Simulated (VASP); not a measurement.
# CaSe (P6_3/mmc) in VASP: relaxation of cell and atoms with PBE

Aim: the relaxation of cell and atoms of CaSe with PBE.

All numbers are computed with VASP 6.6.1; they aren't measurements. Logs are shortened: lines on timing, memory, paths and dates and some standing lists are left out, and cuts for length are marked.

### 1 The cell of the first run

Symmetry: P6_3/mmc, No. 194, hexagonal system. The conventional cell has a = 4.214 Å, b = 4.214 Å, c = 6.881 Å, α = 90.00°, β = 90.00°, γ = 120.00°. Ca (site symmetry -6m2) has 6 Se at 2.98 Å within 3.9 Å. Se (site symmetry -3m) has 6 Ca at 2.98 Å and 2 Se at 3.44 Å within 3.9 Å.

### 2 Relaxation of cell and atoms, PBE

Input file INCAR:

```
SYSTEM = CaSe
  PREC = Accurate
  ENCUT = 600
  EDIFF = 1E-7
  ISMEAR = 0
  SIGMA = 0.02
  LREAL = .False.
  LASPH = .True.
  NELM = 80
  ALGO = Normal
  ISIF = 3
  LWAVE = .False.
  LCHARG = .False.
  GGA = PE
  IBRION = 2
  NSW = 65
  EDIFFG = -0.01
```

Input file KPOINTS:

```
Automatic mesh
0
Gamma
  9 9 6
  0 0 0
```

Input file POSCAR:

```
CaSe
1.0
    4.2136692919      0.0000000000      0.0000000000
   -2.1068346459      3.6491446499      0.0000000000
    0.0000000000      0.0000000000      6.8808501003
Ca Se
2 2
Direct
    0.0000000000      0.0000000000      0.0000000000
    0.3333333333      0.6666666667      0.5000000000
    0.6666666667      0.3333333333      0.2500000000
    0.6666666667      0.3333333333      0.7500000000
```

Potentials or basis: VASP PAW PBE potentials, release 64 (Ca_sv, Se).

Launch:

```bash
$ cat potpaw_PBE.64/Ca_sv/POTCAR potpaw_PBE.64/Se/POTCAR > POTCAR
$ mpirun -np 1 vasp_std > vasp.out
```

OUTCAR:

```text
SYSTEM = CaSe
   PREC = Accurate
   ENCUT = 600
   EDIFF = 1E-7
   ISMEAR = 0
   LREAL = .False.
   LASPH = .True.
   NELM = 80
   ISIF = 3
   GGA = PE
   IBRION = 2
   NSW = 65
   EDIFFG = -0.01

 ion  position               nearest neighbor table
   1  0.000  0.000  0.000-   3 2.98   4 2.98   3 2.98   4 2.98   3 2.98   4 2.98
   2  0.333  0.667  0.500-   3 2.98   4 2.98   3 2.98   4 2.98   3 2.98   4 2.98
   3  0.667  0.333  0.250-   2 2.98   1 2.98   2 2.98   1 2.98   1 2.98   2 2.98
   4  0.667  0.333  0.750-   2 2.98   1 2.98   2 2.98   1 2.98   1 2.98   2 2.98

  LATTYP: Found a hexagonal cell.
 ALAT       =     4.2136692919
 C/A-ratio  =     1.6329829476

  Lattice vectors:

 A1 = (   4.2136692919,   0.0000000000,   0.0000000000)
 A2 = (  -2.1068346459,   3.6491446499,   0.0000000000)
 A3 = (   0.0000000000,   0.0000000000,   6.8808501003)

Analysis of symmetry for initial positions (statically):
=====================================================================
 Subroutine PRICEL returns:
 Original cell was already a primitive cell.

 Routine SETGRP: Setting up the symmetry group for a
 hexagonal supercell.

 Subroutine GETGRP returns: Found 24 space group operations
 (whereof 12 operations were pure point group operations)
 out of a pool of 24 trial point group operations.

The static configuration has the point symmetry D_3h.
 The point group associated with its full space group is D_6h.

Analysis of symmetry for dynamics (positions and initial velocities):
=====================================================================
 Subroutine PRICEL returns:
 Original cell was already a primitive cell.

 Routine SETGRP: Setting up the symmetry group for a
 hexagonal supercell.

 Subroutine GETGRP returns: Found 24 space group operations
 (whereof 12 operations were pure point group operations)
 out of a pool of 24 trial point group operations.

The dynamic configuration has the point symmetry D_3h.
 The point group associated with its full space group is D_6h.

 Subroutine INISYM returns: Found 24 space group operations
 (whereof 12 operations are pure point group operations),
 and found     1 'primitive' translations

----------------------------------------------------------------------------------------
[... 97 lines left out ...]
   EDIFF  = 0.1E-06   stopping-criterion for ELM
   LREAL  =      F    real-space projection
   EDIFFG = -.1E-01   stopping-criterion for IOM
   NSW    =     65    number of steps for IOM
   IBRION =      2    ionic relax: 0-MD 1-quasi-New 2-CG
   NFREE  =      1    steps in history (QN), initial steepest desc. (CG)
   ISIF   =      3    stress and relaxation
   ISYM   =      2    0-nonsym 1-usesym 2-fastsym
   POTIM  = 0.5000    time-step for ionic-motion
   TEBEG  =    0.0;   TEEND  =   0.0 temperature during run
   PSTRESS=    0.0 pullay stress
   NELECT =      32.0000    total number of electrons
   NUPDOWN=      -1.0000    fix difference up-down
   EMIN   =  10.00;   EMAX   =-10.00  energy-range for DOS
   EFERMI =   0.00;   METHOD = LEGACY
   ISMEAR =     0;   SIGMA  =   0.02  broadening in eV -4-tet -1-fermi 0-gaus
   EFERMI_NEDOS =   21; number of points for ismear=-14 and -15
   IALGO  =     38    algorithm
   IMIX   =      4    mixing-type and parameters
     AMIX     =   0.40;   BMIX     =  1.00
     AMIX_MAG =   1.60;   BMIX_MAG =  1.00
  volume/ion in A,a.u.               =      26.45       178.50
  Fermi-wavevector in a.u.,A,eV,Ry     =   1.098905  2.076630 16.430299  1.207593
  Thomas-Fermi vector in A             =   2.235291
   LORBIT       =      0    0 simple, 1 ext, 2 COOP (PROOUT), +10 PAW based schemes
   GGA     = PE    functional components
   LHFCALC =     F    Hartree Fock is set to
   AEXX    =    0.0000 exact exchange contribution
   IVDW    =     0    specifies the selected vdW correction
   LEPSILON=     F    determine dielectric tensor
   LRPA    =     F    only Hartree local field effects (RPA)
 conjugate gradient relaxation of ions
 non-spin polarized calculation
 Gauss-broadening in eV      SIGMA  =   0.02
  energy-cutoff  :      600.00
  volume of cell :      105.80
 maximum number of plane-waves:      3580
 NGX is ok and might be reduce to    36
   NGX = 17   NGY = 17   NGZ = 27

--------------------------------------- Ionic step        1  -------------------------------------------

 number of electron      32.0000002 magnetization

 Free energy of the ion-electron system (eV)
  ---------------------------------------------------
  ext. energy  EPLUGINS =         0.00000000
  ---------------------------------------------------
  free energy    TOTEN  =       -18.22180488 eV

  energy without entropy =      -18.22180488  energy(sigma->0) =      -18.22180488

------------------------ aborting loop because EDIFF is reached ----------------------------------------

  FORCE on cell =-STRESS in cart. coord.  units (eV):
  Direction    XX          YY          ZZ          XY          YZ          ZX
  --------------------------------------------------------------------------------------
  -------------------------------------------------------------------------------------
  Total       -1.0379829     -1.0379829      5.2579243     -0.0000000     -0.0000000     -0.0000000
  in kB      -15.7183577    -15.7183577     79.6216715     -0.0000000     -0.0000000     -0.0000000
  external PRESSURE =      16.0616520 kB  Pullay stress =       0.0000000 kB
[... 177 lines left out ...]
--------------------------------------- Ionic step        6  -------------------------------------------

 number of electron      32.0000000 magnetization

 Free energy of the ion-electron system (eV)
  ---------------------------------------------------
  ext. energy  EPLUGINS =         0.00000000
  ---------------------------------------------------
  free energy    TOTEN  =       -18.42165201 eV

  energy without entropy =      -18.42165201  energy(sigma->0) =      -18.42165201

 E-fermi :   2.6406     XC(G=0):  -8.9593

 val. band max:        2.5563682896   @ k =   0.0000   0.0000   0.0000
 cond. band min:       4.2731004742   @ k =   0.4444  -0.0000   0.0000
 fundamental gap:      1.7167321846
 Fermi energy:         2.6405729115

 k-point     1 :       0.0000    0.0000    0.0000
  band No.  band energies     occupation
      1     -37.6878      2.00000
      2     -37.6843      2.00000
      3     -18.7233      2.00000
      4     -18.6947      2.00000
      5     -18.6947      2.00000
      6     -18.6913      2.00000
[... 541 lines left out ...]
     19       7.3224      0.00000
     20       7.5070      0.00000

 [... further k-points ...]
[... 5 lines left out ...]
  --------------------------------------------------------------------------------------
  -------------------------------------------------------------------------------------
  Total       -0.0007221     -0.0007221     -0.0015244     -0.0000000     -0.0000000      0.0000000
  in kB       -0.0107449     -0.0107449     -0.0226838     -0.0000000     -0.0000000      0.0000000
  external PRESSURE =      -0.0147245 kB  Pullay stress =       0.0000000 kB
[... 19 lines left out ...]
  FREE ENERGIE OF THE ION-ELECTRON SYSTEM (eV)
  ---------------------------------------------------
  free  energy   TOTEN  =       -18.4216520134 eV

  energy  without entropy=      -18.4216520134  energy(sigma->0) =      -18.42165201

 reached required accuracy - stopping structural energy minimisation
```

OSZICAR:

```text
N       E                     dE             d eps       ncg     rms          rms(c)
DAV:   1     0.290557076201E+03    0.29056E+03   -0.16402E+04  1920   0.165E+03
DAV:   2     0.595699723532E+01   -0.28460E+03   -0.27633E+03  2056   0.397E+02
[... 64 lines left out ...]
DAV:   1    -0.184217015733E+02   -0.66965E-04   -0.36124E-03  1980   0.484E-01    0.443E-02
DAV:   2    -0.184216689980E+02    0.32575E-04   -0.98603E-05  2776   0.781E-02    0.271E-02
DAV:   3    -0.184216498478E+02    0.19150E-04   -0.54285E-05  2668   0.633E-02    0.636E-03
DAV:   4    -0.184216507124E+02   -0.86463E-06   -0.66408E-06  2908   0.161E-02    0.474E-03
DAV:   5    -0.184216519466E+02   -0.12341E-05   -0.97262E-07  2428   0.905E-03    0.971E-04
DAV:   6    -0.184216520134E+02   -0.66847E-07   -0.56464E-08  1444   0.187E-03
   6 F= -.18421652E+02 E0= -.18421652E+02  d E =-.173958E-04
```

CONTCAR:

```text
CaSe
   1.00000000000000
     4.1108267214200840   -0.0000000000013848   -0.0000000000000000
    -2.0554133606624609    3.5600803712768947    0.0000000000000000
    -0.0000000000000000   -0.0000000000000000    7.3571532361945877
  Ca              Se
     2     2
Direct
     0.0000000000000000    0.0000000000000000    1.0000000000000000
     0.3333333332999970    0.6666666667000030    0.5000000000000000
     0.6666666667000030    0.3333333332999970    0.2500000000000000
     0.6666666667000030    0.3333333332999970    0.7500000000000000

  0.00000000E+00  0.00000000E+00  0.00000000E+00
  0.00000000E+00  0.00000000E+00  0.00000000E+00
  0.00000000E+00  0.00000000E+00  0.00000000E+00
  0.00000000E+00  0.00000000E+00  0.00000000E+00
```

Run time: 7.3 min. Hardware: 1 thread of Intel Xeon Platinum 8259CL at 2.50GHz (Skylake/Cascade Lake), shared host; peak memory 0.35 GiB.

What came out:

- Free energy: -18.4217 eV
- Relaxed volume: 26.92 Å³/atom
- Relaxed cell: a = 4.111 Å, b = 4.111 Å, c = 7.357 Å, α = 90.00°, β = 90.00°, γ = 120.00°
- Space group after relaxing (to 0.1 Å): P6_3/mmc (No. 194)
- Energy gained by relaxing: 50.0 meV/atom
- Ionic steps: 6
- Pressure after relaxing: 0.0 GPa
- Band gap on the k mesh: 1.72 eV (least direct gap 1.88 eV)

Step by step:
```csv
step,energy change (eV),largest force (eV/Å),pressure (GPa),volume (Å³)
1,0.0000,0.0000,1.61,105.80
2,-0.1893,0.0000,-0.71,109.71
3,-0.1911,0.0000,-0.94,110.15
4,-0.1998,0.0000,-0.04,107.77
5,-0.1998,0.0000,-0.02,107.71
6,-0.1998,0.0000,0.00,107.67
```

Final structure:
```
CELL_PARAMETERS angstrom
4.11083 0.00000 0.00000
-2.05541 3.56008 0.00000
0.00000 0.00000 7.35715
ATOMIC_POSITIONS crystal
Ca 0.00000 0.00000 0.00000
Ca 0.33333 0.66667 0.50000
Se 0.66667 0.33333 0.25000
Se 0.66667 0.33333 0.75000
```

Caveat: an odd mesh through Γ misses points on the zone boundary, where band edges can lie.
